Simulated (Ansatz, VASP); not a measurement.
# Two plane-wave programs on SrO

Contents of INCAR:

```
PREC = Accurate ; ENCUT = 520
EDIFF = 1E-7 ; ISMEAR = 0
SIGMA = 0.05 ; LREAL = False
LASPH = True ; NELM = 100
ALGO = Normal ; ISIF = 2
LWAVE = False ; LCHARG = False
GGA = PE ; NBANDS = 15
```

KPOINTS

```
regular mesh
0
Gamma
  8 8 8
```

File POSCAR:

```
SrO
1.0
    0.0000000000      2.7012874288      2.4934960882
    2.7012874288      0.0000000000      2.4934960882
    2.7012874288      2.7012874288      0.0000000000
Sr O
1 1
Direct
    0.0000000000      0.0000000000      0.0000000000
    0.5000000000      0.5000000000      0.5000000000
```

Input for Ansatz:

```yaml
crystal:
  lattice:
    - [0.0, 2.7012874288, 2.4934960882]
    - [2.7012874288, 0.0, 2.4934960882]
    - [2.7012874288, 2.7012874288, 0.0]
  atoms:
    - { symbol: Sr, position: [0.0, 0.0, 0.0] }
    - { symbol: O, position: [0.5, 0.5, 0.5] }
basis:
  ecutwfc: 420
kpoints:
  mp_grid: { grid: [8, 8, 8] }
hamiltonian:
  xc: pbe
scf:
  occupations: { method: gaussian, width: 0.05 }
output:
  forces: true
  stress: true
  eigenvalues: true
```

Change from the starting cell: strain +0.040 along x and y, -0.040 along z, atoms carried along.

Alike in both runs: task single point; functional PBE; k mesh 8 × 8 × 8; occupations gaussian, width 0.05 eV; no spin polarisation.

|  | VASP | Ansatz |
| --- | --- | --- |
| version | VASP 6.6.1 | Ansatz 0.2.0 |
| potentials or method | VASP PAW PBE potentials, release 64 (Sr_sv, O), cutoff 520 eV | scalar-relativistic, plane waves, PAW |
| valence electrons in the cell | 16 | 16 |

```csv
,VASP,Ansatz,Ansatz less VASP
gap on the k mesh at the Fermi level (eV),2.93,2.98,+0.047
least direct gap on the mesh (eV),3.22,3.24,+0.026
pressure (GPa),-1.3,-1.8,-0.47
"traceless stress, the component that is largest in VASP (GPa)",6.11,5.76,-0.353
```
